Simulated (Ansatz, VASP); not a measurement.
# AlN in VASP and in Ansatz

INCAR

```
SYSTEM = AlN
PREC = Accurate ; ENCUT = 520
EDIFF = 1E-7 ; ISMEAR = -1
SIGMA = 0.02 ; LREAL = .False.
LASPH = .True. ; NELM = 100
ALGO = Normal ; ISIF = 2
LWAVE = .False. ; LCHARG = .False.
GGA = PE ; NBANDS = 26
```

KPOINTS

```
regular mesh
0
Gamma
  10 6 6
  0 0 0
```

The input POSCAR:

```
AlN
1.0
   -1.5650789238      2.7107962138      0.0000000000
    0.0000000000      0.0000000000      5.0181096024
    4.6952367713      2.7107962138      0.0000000000
Al N
4 4
Direct
    0.5000000000      0.9972403060      0.1666666670
    0.0000000000      0.9972403060      0.6666666670
    0.0000000000      0.4972403060      0.3333333330
    0.5000000000      0.4972403060      0.8333333330
    0.5000000000      0.3787596940      0.1666666670
    0.0000000000      0.3787596940      0.6666666670
    0.0000000000      0.8787596940      0.3333333330
    0.5000000000      0.8787596940      0.8333333330
```

Input for Ansatz:

```yaml
crystal:
  lattice:
    - [-1.5650789238, 2.7107962138, 0.0]
    - [0.0, 0.0, 5.0181096024]
    - [4.6952367713, 2.7107962138, 0.0]
  atoms:
    - { symbol: Al, position: [0.5, 0.997240306, 0.166666667] }
    - { symbol: Al, position: [0.0, 0.997240306, 0.666666667] }
    - { symbol: Al, position: [0.0, 0.497240306, 0.333333333] }
    - { symbol: Al, position: [0.5, 0.497240306, 0.833333333] }
    - { symbol: "N", position: [0.5, 0.378759694, 0.166666667] }
    - { symbol: "N", position: [0.0, 0.378759694, 0.666666667] }
    - { symbol: "N", position: [0.0, 0.878759694, 0.333333333] }
    - { symbol: "N", position: [0.5, 0.878759694, 0.833333333] }
kpoints:
  mp_grid: { grid: [10, 6, 6] }
scf:
  occupations: { method: fermi_dirac, width: 0.02 }
hamiltonian:
  xc: pbe
  pseudopotentials: { kind: all_electron, lapw: { basis_error: 0.001 } }
output:
  forces: true
  stress: true
  eigenvalues: true
```

Alike in both runs: task single point; functional PBE; k mesh 10 × 6 × 6; occupations fermi-dirac, width 0.02 eV; no spin polarisation.

```csv
,VASP,Ansatz
version,VASP 6.6.1,Ansatz 0.2.0
potentials or method,"VASP PAW PBE potentials, release 64 (Al, N), cutoff 520 eV","all-electron LAPW, scalar-relativistic"
```

Ansatz gave:

* gap on the k mesh at the Fermi level (eV): 4.04
* pressure (GPa): -0.1

Question: Estimate VASP's values.

Answer: gap on the k mesh at the Fermi level (eV): 4.04; pressure (GPa): -0.3.

Ansatz ran all-electron here, and VASP with PAW potentials.
